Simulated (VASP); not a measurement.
# BAs in VASP: further runs

BAs is run at these levels: PBE; tasks: single point.

All numbers are computed with VASP 6.6.1; they aren't measurements. Logs are shortened: lines on timing, memory, paths and dates and some standing lists are left out, and cuts for length are marked.

**1. The cell of the first run**

Symmetry: F-43m, No. 216, cubic system. The conventional cell has a = 4.784 Å, b = 4.784 Å, c = 4.784 Å, α = 90.00°, β = 90.00°, γ = 90.00°. Within 2.7 Å of B (site symmetry -43m) lie 4 As at 2.07 Å. Within 2.7 Å of As (site symmetry -43m) lie 4 B at 2.07 Å.

**2. Single point, PBE**

Contents of INCAR:

```
ALGO = Normal
EDIFF = 1E-7
ENCUT = 520
GGA = PE
ISIF = 2
ISMEAR = 0
LASPH = T
LCHARG = F
LREAL = F
LWAVE = F
NBANDS = 11
NELM = 80
PREC = Accurate
SIGMA = 0.01
```

Contents of KPOINTS:

```
k-points
0
Gamma
  6 6 6
```

Contents of POSCAR:

```
BAs
1.0
    0.0000000000      2.3918676041      2.3918676041
    2.3918676041      0.0000000000      2.3918676041
    2.3918676041      2.3918676041      0.0000000000
B As
1 1
Direct
    0.0000000000      0.0000000000      0.0000000000
    0.2500000000      0.2500000000      0.2500000000
```

Potentials or basis: VASP PAW PBE potentials, release 64 (B, As).

On the command line:

```bash
cat potpaw_PBE.64/B/POTCAR potpaw_PBE.64/As/POTCAR > POTCAR
mpirun -np 1 vasp_std > vasp.out
```

OUTCAR:

```text
EDIFF = 1E-7
   ENCUT = 520
   GGA = PE
   ISIF = 2
   ISMEAR = 0
   LASPH = T
   LREAL = F
   NELM = 80
   PREC = Accurate

 ion  position               nearest neighbor table
   1  0.000  0.000  0.000-   2 2.07   2 2.07   2 2.07   2 2.07
   2  0.250  0.250  0.250-   1 2.07   1 2.07   1 2.07   1 2.07

  LATTYP: Found a face centered cubic cell.
 ALAT       =     4.7837352082

  Lattice vectors:

 A1 = (   0.0000000000,   2.3918676041,   2.3918676041)
 A2 = (   2.3918676041,   0.0000000000,   2.3918676041)
 A3 = (   2.3918676041,   2.3918676041,   0.0000000000)

Analysis of symmetry for initial positions (statically):
=====================================================================
 Subroutine PRICEL returns:
 Original cell was already a primitive cell.

 Routine SETGRP: Setting up the symmetry group for a
 face centered cubic supercell.

 Subroutine GETGRP returns: Found 24 space group operations
 (whereof 24 operations were pure point group operations)
 out of a pool of 48 trial point group operations.

The static configuration has the point symmetry T_d .

Analysis of symmetry for dynamics (positions and initial velocities):
=====================================================================
 Subroutine PRICEL returns:
 Original cell was already a primitive cell.

 Routine SETGRP: Setting up the symmetry group for a
 face centered cubic supercell.

 Subroutine GETGRP returns: Found 24 space group operations
 (whereof 24 operations were pure point group operations)
 out of a pool of 48 trial point group operations.

The dynamic configuration has the point symmetry T_d .

 Subroutine INISYM returns: Found 24 space group operations
 (whereof 24 operations are pure point group operations),
 and found     1 'primitive' translations

----------------------------------------------------------------------------------------

                                     Primitive cell

  volume of cell :      27.3679

  direct lattice vectors                    reciprocal lattice vectors
     0.000000000  2.391867604  2.391867604    -0.209041671  0.209041671  0.209041671
     2.391867604  0.000000000  2.391867604     0.209041671 -0.209041671  0.209041671
     2.391867604  2.391867604  0.000000000     0.209041671  0.209041671 -0.209041671

  length of vectors
     3.382611605  3.382611605  3.382611605     0.362070795  0.362070795  0.362070795

  position of ions in fractional coordinates (direct lattice)
     0.000000000  0.000000000  0.000000000
     0.250000000  0.250000000  0.250000000

  ion indices of the primitive-cell ions
   primitive index   ion index
                 1           1
                 2           2

----------------------------------------------------------------------------------------

 KPOINTS: k-points

Automatic generation of k-mesh.
 Grid dimensions read from file:
 generate k-points for:    6    6    6

 Generating k-lattice:

  Cartesian coordinates                     Fractional coordinates (reciprocal lattice)
    -0.034840278  0.034840278  0.034840278     0.166666667  0.000000000  0.000000000
     0.034840278 -0.034840278  0.034840278     0.000000000  0.166666667  0.000000000
     0.034840278  0.034840278 -0.034840278     0.000000000  0.000000000  0.166666667

  Length of vectors
     0.060345132  0.060345132  0.060345132

  Shift w.r.t. Gamma in fractional coordinates (k-lattice)
     0.000000000  0.000000000  0.000000000

 Subroutine IBZKPT returns following result:
 ===========================================

 Found     16 irreducible k-points:

 Following reciprocal coordinates:
            Coordinates               Weight
  0.000000  0.000000  0.000000      1.000000
  0.166667  0.000000  0.000000      8.000000
  0.333333  0.000000  0.000000      8.000000
  0.500000  0.000000  0.000000      4.000000
  0.166667  0.166667  0.000000      6.000000
  0.333333  0.166667  0.000000     24.000000
[... 8 lines left out ...]
 -0.333333  0.333333  0.166667     24.000000
 -0.333333  0.500000  0.166667     12.000000
   k-points           NKPTS =     16   k-points in BZ     NKDIM =     16   number of bands    NBANDS=     11
   number of dos      NEDOS =    301   number of ions     NIONS =      2
   total plane-waves  NPLWV =  21952
   dimension x,y,z NGX =    28 NGY =   28 NGZ =   28
   dimension x,y,z NGXF=    56 NGYF=   56 NGZF=   56
   ions per type =               1   1
   NGX,Y,Z   is equivalent  to a cutoff of  13.76, 13.76, 13.76 a.u.
   NGXF,Y,Z  is equivalent  to a cutoff of  27.52, 27.52, 27.52 a.u.
 SYSTEM =  unknown system
   PREC   = accura    normal or accurate (medium, high low for compatibility)
   ISTART =      0    job   : 0-new  1-cont  2-samecut
   ICHARG =      2    charge: 1-file 2-atom 10-const
   ISPIN  =      1    spin polarized calculation?
   LNONCOLLINEAR =      F non collinear calculations
   LSORBIT =      F    spin-orbit coupling
   LASPH  =      T    aspherical Exc in radial PAW
   ENCUT  =  520.0 eV  38.22 Ry    6.18 a.u.   6.29  6.29  6.29*2*pi/ulx,y,z
   NELM   =     80;   NELMIN=  2; NELMDL= -5     # of ELM steps
   EDIFF  = 0.1E-06   stopping-criterion for ELM
   LREAL  =      F    real-space projection
   EDIFFG = 0.1E-05   stopping-criterion for IOM
   NSW    =      0    number of steps for IOM
   IBRION =     -1    ionic relax: 0-MD 1-quasi-New 2-CG
   NFREE  =      0    steps in history (QN), initial steepest desc. (CG)
   ISIF   =      2    stress and relaxation
   ISYM   =      2    0-nonsym 1-usesym 2-fastsym
   POTIM  = 0.5000    time-step for ionic-motion
   TEBEG  =    0.0;   TEEND  =   0.0 temperature during run
   PSTRESS=    0.0 pullay stress
   NELECT =       8.0000    total number of electrons
   NUPDOWN=      -1.0000    fix difference up-down
   EMIN   =  10.00;   EMAX   =-10.00  energy-range for DOS
   EFERMI =   0.00;   METHOD = LEGACY
   ISMEAR =     0;   SIGMA  =   0.01  broadening in eV -4-tet -1-fermi 0-gaus
   EFERMI_NEDOS =   21; number of points for ismear=-14 and -15
   IALGO  =     38    algorithm
   IMIX   =      4    mixing-type and parameters
     AMIX     =   0.40;   BMIX     =  1.00
     AMIX_MAG =   1.60;   BMIX_MAG =  1.00
  volume/ion in A,a.u.               =      13.68        92.34
  Fermi-wavevector in a.u.,A,eV,Ry     =   1.086487  2.053162 16.061039  1.180453
  Thomas-Fermi vector in A             =   2.222624
   LORBIT       =      0    0 simple, 1 ext, 2 COOP (PROOUT), +10 PAW based schemes
   GGA     = PE    functional components
   LHFCALC =     F    Hartree Fock is set to
   AEXX    =    0.0000 exact exchange contribution
   IVDW    =     0    specifies the selected vdW correction
   LEPSILON=     F    determine dielectric tensor
   LRPA    =     F    only Hartree local field effects (RPA)
 non-spin polarized calculation
 Gauss-broadening in eV      SIGMA  =   0.01
  energy-cutoff  :      520.00
  volume of cell :       27.37
 maximum number of plane-waves:       754
 NGX is ok and might be reduce to    28
   NGX = 13   NGY = 13   NGZ = 13

 number of electron       8.0000000 magnetization

 Free energy of the ion-electron system (eV)
  ---------------------------------------------------
  ext. energy  EPLUGINS =         0.00000000
  ---------------------------------------------------
  free energy    TOTEN  =       -11.38994497 eV

  energy without entropy =      -11.38994497  energy(sigma->0) =      -11.38994497

 E-fermi :   6.1351     XC(G=0): -10.5627

 val. band max:        6.0857732791   @ k =   0.0000   0.0000   0.0000
 cond. band min:       7.3618552186   @ k =   0.3333   0.3333   0.0000
 fundamental gap:      1.2760819395
 Fermi energy:         6.1350795884

 k-point     1 :       0.0000    0.0000    0.0000
  band No.  band energies     occupation
      1      -9.2788      2.00000
      2       6.0858      2.00000
      3       6.0858      2.00000
      4       6.0858      2.00000
      5       9.3544      0.00000
      6       9.3544      0.00000
      7       9.3544      0.00000
      8      10.7193      0.00000
      9      15.6473      0.00000
     10      19.0152      0.00000
     11      19.0152      0.00000

 k-point     2 :       0.1667    0.0000    0.0000
  band No.  band energies     occupation
      1      -8.8277      2.00000
      2       3.1335      2.00000
      3       5.4067      2.00000
      4       5.4067      2.00000
      5       9.3666      0.00000
      6      10.2379      0.00000
      7      10.2379      0.00000
      8      12.6978      0.00000
      9      17.0632      0.00000
     10      17.3623      0.00000
     11      17.3623      0.00000

 k-point     3 :       0.3333    0.0000    0.0000
  band No.  band energies     occupation
      1      -7.5673      2.00000
      2      -0.6370      2.00000
      3       4.5753      2.00000
      4       4.5753      2.00000
      5       8.9247      0.00000
      6      10.9041      0.00000
      7      10.9041      0.00000
      8      14.7473      0.00000
      9      17.5513      0.00000
     10      18.0909      0.00000
     11      18.0909      0.00000

 k-point     4 :       0.5000    0.0000    0.0000
  band No.  band energies     occupation
      1      -6.4221      2.00000
      2      -2.6742      2.00000
      3       4.2706      2.00000
      4       4.2706      2.00000
      5       8.7524      0.00000
      6      10.8585      0.00000
      7      10.8585      0.00000
      8      14.9409      0.00000
      9      18.7707      0.00000
     10      20.6225      0.00000
     11      20.6225      0.00000

 k-point     5 :       0.1667    0.1667    0.0000
  band No.  band energies     occupation
      1      -8.6756      2.00000
      2       3.7994      2.00000
      3       4.3807      2.00000
      4       4.3807      2.00000
      5       8.3281      0.00000
      6      11.6938      0.00000
      7      11.7041      0.00000
      8      11.7041      0.00000
      9      15.7464      0.00000
     10      17.8348      0.00000
     11      19.6768      0.00000
[... 99 lines left out ...]
 k-point    13 :       0.5000    0.5000    0.0000
  band No.  band energies     occupation
      1      -5.1110      2.00000
      2      -2.4225      2.00000
      3       2.0215      2.00000
      4       2.0215      2.00000
      5       7.5156      0.00000
      6       7.5289      0.00000
      7      17.4117      0.00000
      8      17.4117      0.00000
      9      18.9134      0.00000
     10      23.2902      0.00000
     11      23.8574      0.00000

 k-point    14 :       0.5000    0.3333    0.1667
  band No.  band energies     occupation
      1      -6.4912      2.00000
      2      -0.6570      2.00000
      3       1.2306      2.00000
      4       2.8826      2.00000
      5       9.8588      0.00000
      6      11.2661      0.00000
      7      11.9308      0.00000
      8      15.0986      0.00000
      9      17.5078      0.00000
     10      19.7824      0.00000
     11      22.1250      0.00000

 k-point    15 :      -0.3333    0.3333    0.1667
  band No.  band energies     occupation
      1      -5.4707      2.00000
      2      -1.9425      2.00000
      3       0.6906      2.00000
      4       2.2379      2.00000
      5      10.4108      0.00000
      6      11.3088      0.00000
      7      13.5158      0.00000
      8      14.9576      0.00000
      9      16.3091      0.00000
     10      20.5092      0.00000
     11      22.3122      0.00000

 k-point    16 :      -0.3333    0.5000    0.1667
  band No.  band energies     occupation
      1      -4.9935      2.00000
      2      -2.1020      2.00000
      3       0.9534      2.00000
      4       1.1485      2.00000
      5       9.8541      0.00000
      6      10.0645      0.00000
      7      14.7032      0.00000
      8      14.9487      0.00000
      9      18.3579      0.00000
     10      21.6916      0.00000
     11      21.8840      0.00000

------------------------ aborting loop because EDIFF is reached ----------------------------------------

  FORCE on cell =-STRESS in cart. coord.  units (eV):
  Direction    XX          YY          ZZ          XY          YZ          ZX
  --------------------------------------------------------------------------------------
  -------------------------------------------------------------------------------------
  Total        0.4876489      0.4876489      0.4876489     -0.0000000      0.0000000     -0.0000000
  in kB       28.5480464     28.5480464     28.5480464     -0.0000000      0.0000000     -0.0000000
  external PRESSURE =      28.5480464 kB  Pullay stress =       0.0000000 kB

 VOLUME and BASIS-vectors are now :
 -----------------------------------------------------------------------------
  energy-cutoff  :      520.00
  volume of cell :       27.37
      direct lattice vectors                 reciprocal lattice vectors
     0.000000000  2.391867604  2.391867604    -0.209041671  0.209041671  0.209041671
     2.391867604  0.000000000  2.391867604     0.209041671 -0.209041671  0.209041671
     2.391867604  2.391867604  0.000000000     0.209041671  0.209041671 -0.209041671

 POSITION                                       TOTAL-FORCE (eV/Angst)
 -----------------------------------------------------------------------------------
      0.00000      0.00000      0.00000         0.000000      0.000000      0.000000
      1.19593      1.19593      1.19593        -0.000000     -0.000000     -0.000000
 -----------------------------------------------------------------------------------
    total drift:                               -0.000000     -0.000000     -0.000000

  FREE ENERGIE OF THE ION-ELECTRON SYSTEM (eV)
  ---------------------------------------------------
  free  energy   TOTEN  =       -11.3899449716 eV

  energy  without entropy=      -11.3899449716  energy(sigma->0) =      -11.38994497
```

It used 6.9 s of CPU time on 1 thread of Intel(R) Xeon(R) Platinum 8259CL CPU @ 2.50GHz (Skylake/Cascade Lake) (shared host).

What came out:

* Free energy: -11.3899 eV
* Pressure: 2.9 GPa
* Band gap on the k mesh: 1.28 eV, indirect (least direct gap 3.27 eV)

(Continued in part 2 of 3.)
